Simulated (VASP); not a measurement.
# Ru (P6_3/mmc) in VASP: a series of runs, part 2 of 2

VASP 6.6.1. The steps go on from the part before.

### Step 3. Electric field gradients, PBE

This run uses another cell than the first one, of 13.57 Å³/atom, 1.010 times its volume.

Contents of INCAR:

```
SYSTEM = Ru
  PREC = Accurate
  ENCUT = 520
  EDIFF = 1E-8
  ISMEAR = -1
  SIGMA = 0.03
  LREAL = .False.
  LASPH = .True.
  NELM = 80
  ALGO = Normal
  ISIF = 2
  LWAVE = .False.
  LCHARG = .False.
  GGA = PE
  LEFG = .True.
  NBANDS = 21
```

Contents of KPOINTS:

```
regular mesh
0
Gamma
  14 14 8
  0 0 0
```

Contents of POSCAR:

```
Ru
1.0
    2.7057993342      0.0000000000      0.0000000000
   -1.3528996671      2.3432909610      0.0000000000
    0.0000000000      0.0000000000      4.2819000000
Ru
2
Direct
    0.3333333333      0.6666666667      0.2500000000
    0.6666666667      0.3333333333      0.7500000000
```

Potentials or basis: VASP PAW PBE potentials, release 64 (Ru_pv).

Command:

```sh
$ cat potpaw_PBE.64/Ru_pv/POTCAR > POTCAR
$ mpirun -np 1 vasp_std > vasp.out
```

OUTCAR:

```text
SYSTEM = Ru
   PREC = Accurate
   ENCUT = 520
   EDIFF = 1E-8
   ISMEAR = -1
   LREAL = .False.
   LASPH = .True.
   NELM = 80
   ISIF = 2
   GGA = PE

 ion  position               nearest neighbor table
   1  0.333  0.667  0.250-   2 2.65   2 2.65   2 2.65   2 2.65   2 2.65   2 2.65
   2  0.667  0.333  0.750-   1 2.65   1 2.65   1 2.65   1 2.65   1 2.65   1 2.65

  LATTYP: Found a hexagonal cell.
 ALAT       =     2.7057993342
 C/A-ratio  =     1.5824898565

  Lattice vectors:

 A1 = (   2.7057993342,   0.0000000000,   0.0000000000)
 A2 = (  -1.3528996671,   2.3432909610,   0.0000000000)
 A3 = (   0.0000000000,   0.0000000000,   4.2819000000)

Analysis of symmetry for initial positions (statically):
=====================================================================
 Subroutine PRICEL returns:
 Original cell was already a primitive cell.

 Routine SETGRP: Setting up the symmetry group for a
 hexagonal supercell.

 Subroutine GETGRP returns: Found 24 space group operations
 (whereof 12 operations were pure point group operations)
 out of a pool of 24 trial point group operations.

The static configuration has the point symmetry D_3d.
 The point group associated with its full space group is D_6h.

Analysis of symmetry for dynamics (positions and initial velocities):
=====================================================================
 Subroutine PRICEL returns:
 Original cell was already a primitive cell.

 Routine SETGRP: Setting up the symmetry group for a
 hexagonal supercell.

 Subroutine GETGRP returns: Found 24 space group operations
 (whereof 12 operations were pure point group operations)
 out of a pool of 24 trial point group operations.

The dynamic configuration has the point symmetry D_3d.
 The point group associated with its full space group is D_6h.

 Subroutine INISYM returns: Found 24 space group operations
 (whereof 12 operations are pure point group operations),
 and found     1 'primitive' translations

----------------------------------------------------------------------------------------

                                     Primitive cell

  volume of cell :      27.1493

  direct lattice vectors                    reciprocal lattice vectors
     2.705799334  0.000000000  0.000000000     0.369576556  0.213375124  0.000000000
    -1.352899667  2.343290961  0.000000000     0.000000000  0.426750249  0.000000000
     0.000000000  0.000000000  4.281900000     0.000000000  0.000000000  0.233541185

  length of vectors
     2.705799334  2.705799334  4.281900000     0.426750249  0.426750249  0.233541185

  position of ions in fractional coordinates (direct lattice)
     0.333333333  0.666666667  0.250000000
     0.666666667  0.333333333  0.750000000

  ion indices of the primitive-cell ions
   primitive index   ion index
                 1           1
                 2           2

----------------------------------------------------------------------------------------

 KPOINTS: regular mesh

[... 72 lines left out ...]
   NFREE  =      0    steps in history (QN), initial steepest desc. (CG)
   ISIF   =      2    stress and relaxation
   ISYM   =      2    0-nonsym 1-usesym 2-fastsym
   POTIM  = 0.5000    time-step for ionic-motion
   TEBEG  =    0.0;   TEEND  =   0.0 temperature during run
   PSTRESS=    0.0 pullay stress
   NELECT =      28.0000    total number of electrons
   NUPDOWN=      -1.0000    fix difference up-down
   EMIN   =  10.00;   EMAX   =-10.00  energy-range for DOS
   EFERMI =   0.00;   METHOD = LEGACY
   ISMEAR =    -1;   SIGMA  =   0.03  broadening in eV -4-tet -1-fermi 0-gaus
   EFERMI_NEDOS =   21; number of points for ismear=-14 and -15
   IALGO  =     38    algorithm
   IMIX   =      4    mixing-type and parameters
     AMIX     =   0.40;   BMIX     =  1.00
     AMIX_MAG =   1.60;   BMIX_MAG =  1.00
  volume/ion in A,a.u.               =      13.57        91.61
  Fermi-wavevector in a.u.,A,eV,Ry     =   1.654022  3.125649 37.222686  2.735790
  Thomas-Fermi vector in A             =   2.742361
   LORBIT       =      0    0 simple, 1 ext, 2 COOP (PROOUT), +10 PAW based schemes
   GGA     = PE    functional components
   LHFCALC =     F    Hartree Fock is set to
   AEXX    =    0.0000 exact exchange contribution
   IVDW    =     0    specifies the selected vdW correction
   LEPSILON=     F    determine dielectric tensor
   LRPA    =     F    only Hartree local field effects (RPA)
 non-spin polarized calculation
  energy-cutoff  :      520.00
  volume of cell :       27.15
 maximum number of plane-waves:       752
 NGX is ok and might be reduce to    20
   NGX =  9   NGY =  9   NGZ = 15

 number of electron      28.0000008 magnetization

 Free energy of the ion-electron system (eV)
  ---------------------------------------------------
  ext. energy  EPLUGINS =         0.00000000
  ---------------------------------------------------
  free energy    TOTEN  =       -18.46010746 eV

  energy without entropy =      -18.45340997  energy(sigma->0) =      -18.45675871

 E-fermi :  12.8285     XC(G=0): -14.1210

 val. band max:       12.8259648646   @ k =   0.0000   0.0000   0.3750
 cond. band min:      12.8386322558   @ k =   0.2857   0.1429   0.0000
 fundamental gap:      0.0126673912
 Fermi energy:        12.8284760231

 k-point     1 :       0.0000    0.0000    0.0000
  band No.  band energies     occupation
      1     -30.8113      2.00000
      2     -29.8715      2.00000
      3     -29.8715      2.00000
      4     -29.7013      2.00000
      5     -29.7013      2.00000
      6     -29.6675      2.00000
[... 565 lines left out ...]
     20      23.2599      0.00000
     21      23.2601      0.00000

 [... further k-points ...]

------------------------ aborting loop because EDIFF is reached ----------------------------------------

  FORCE on cell =-STRESS in cart. coord.  units (eV):
  Direction    XX          YY          ZZ          XY          YZ          ZX
  --------------------------------------------------------------------------------------
  -------------------------------------------------------------------------------------
  Total        0.8492569      0.8492569      0.5735094      0.0000000      0.0000000     -0.0000000
  in kB       50.1177262     50.1177262     33.8448658      0.0000000      0.0000000     -0.0000000
  external PRESSURE =      44.6934394 kB  Pullay stress =       0.0000000 kB

 VOLUME and BASIS-vectors are now :
 -----------------------------------------------------------------------------
  energy-cutoff  :      520.00
  volume of cell :       27.15
      direct lattice vectors                 reciprocal lattice vectors
     2.705799334  0.000000000  0.000000000     0.369576556  0.213375124  0.000000000
    -1.352899667  2.343290961  0.000000000     0.000000000  0.426750249  0.000000000
     0.000000000  0.000000000  4.281900000     0.000000000  0.000000000  0.233541185

 POSITION                                       TOTAL-FORCE (eV/Angst)
 -----------------------------------------------------------------------------------
     -0.00000      1.56219      1.07048         0.000000     -0.000000      0.000000
      1.35290      0.78110      3.21143        -0.000000      0.000000      0.000000
 -----------------------------------------------------------------------------------
    total drift:                               -0.000000      0.000000     -0.000000

  FREE ENERGIE OF THE ION-ELECTRON SYSTEM (eV)
  ---------------------------------------------------
  free  energy   TOTEN  =       -18.4601074570 eV

  energy  without entropy=      -18.4534099661  energy(sigma->0) =      -18.45675871

 Electric field gradients (V/A^2)
---------------------------------------------------------------------
 ion       V_xx      V_yy      V_zz      V_xy      V_xz      V_yz
---------------------------------------------------------------------
   1       6.460     6.463   -12.923     0.002     0.000    -0.000
   2       6.460     6.463   -12.923     0.002    -0.000     0.000
---------------------------------------------------------------------

 Electric field gradients after diagonalization (V/A^2)
 (convention: |V_zz| > |V_xx| > |V_yy|)
----------------------------------------------------------------------
 ion       V_xx      V_yy      V_zz     asymmetry (V_yy - V_xx)/ V_zz
----------------------------------------------------------------------
   1       6.464     6.459   -12.923       0.000
   2       6.464     6.459   -12.923       0.000
----------------------------------------------------------------------

           NMR quadrupolar parameters

 Cq : quadrupolar parameter    Cq=e*Q*V_zz/h
 eta: asymmetry parameters     (V_yy - V_xx)/ V_zz
 Q  : nuclear electric quadrupole moment in mb (millibarn)
----------------------------------------------------------------------
 ion       Cq(MHz)       eta       Q (mb)
----------------------------------------------------------------------
   1      -0.031       0.000       1.000
   2      -0.031       0.000       1.000
----------------------------------------------------------------------
```

OSZICAR:

```text
N       E                     dE             d eps       ncg     rms          rms(c)
DAV:   1     0.289345163985E+03    0.28935E+03   -0.17534E+04  5048   0.149E+03
DAV:   2    -0.140363842622E+02   -0.30338E+03   -0.29420E+03  5153   0.445E+02
DAV:   3    -0.197635107555E+02   -0.57271E+01   -0.56967E+01  5970   0.689E+01
DAV:   4    -0.198064127734E+02   -0.42902E-01   -0.42851E-01  6212   0.569E+00
DAV:   5    -0.198070182609E+02   -0.60549E-03   -0.60046E-03  5829   0.589E-01    0.178E+01
DAV:   6    -0.185444780843E+02    0.12625E+01   -0.28504E+00  5750   0.165E+01    0.478E+00
DAV:   7    -0.184678544383E+02    0.76624E-01   -0.41927E-01  5750   0.484E+00    0.105E+00
DAV:   8    -0.184605662133E+02    0.72882E-02   -0.16401E-02  5550   0.107E+00    0.356E-01
DAV:   9    -0.184601012179E+02    0.46500E-03   -0.87095E-04  5720   0.315E-01    0.342E-02
DAV:  10    -0.184601103916E+02   -0.91737E-05   -0.55990E-05  5770   0.779E-02    0.188E-02
DAV:  11    -0.184601074384E+02    0.29532E-05   -0.83243E-06  5610   0.276E-02    0.113E-03
DAV:  12    -0.184601074235E+02    0.14836E-07   -0.78388E-08  5870   0.261E-03    0.786E-04
DAV:  13    -0.184601074648E+02   -0.41256E-07   -0.12434E-09  3600   0.351E-04    0.565E-05
DAV:  14    -0.184601074503E+02    0.14517E-07   -0.11169E-10  3195   0.114E-04    0.248E-05
DAV:  15    -0.184601074570E+02   -0.66775E-08   -0.12765E-11  2945   0.387E-05
   1 F= -.18460107E+02 E0= -.18456759E+02  d E =-.669749E-02
```

stdout:

```text
POSCAR found type information on POSCAR Ru
 POSCAR found :  1 types and       2 ions
 scaLAPACK will be used
 LDA part: xc-table for (Slater+PW92), standard interpolation
 POSCAR, INCAR and KPOINTS ok, starting setup
 FFT: planning ... GRIDC
 FFT: planning ... GRID_SOFT
 FFT: planning ... GRID
 WAVECAR not read
 entering main loop
ion   1

ion   2
```

Wall time 36 s (1 thread of Intel Xeon Platinum 8559C (Emerald Rapids), shared host); peak memory 0.17 GiB.

What came out:

* Free energy: -18.4601 eV
* Pressure: 4.5 GPa
* Band gap on the k mesh: zero (band 14 reaches 14.47 eV, above the bottom of band 15 at 11.34 eV)

Stress tensor (GPa, compression positive):
```
5.01 0.00 0.00
0.00 5.01 0.00
0.00 0.00 3.38
```

Electric field gradients, principal values (V/Å²):
| atom | least | middle | greatest (by size) |
| --- | --- | --- | --- |
| 1 Ru | 6.459 | 6.464 | -12.923 |
| 2 Ru | 6.459 | 6.464 | -12.923 |

Caveat: without QUAD_EFG the Cq values of the log hold for a quadrupole moment of 1 mb, not for the nuclei.
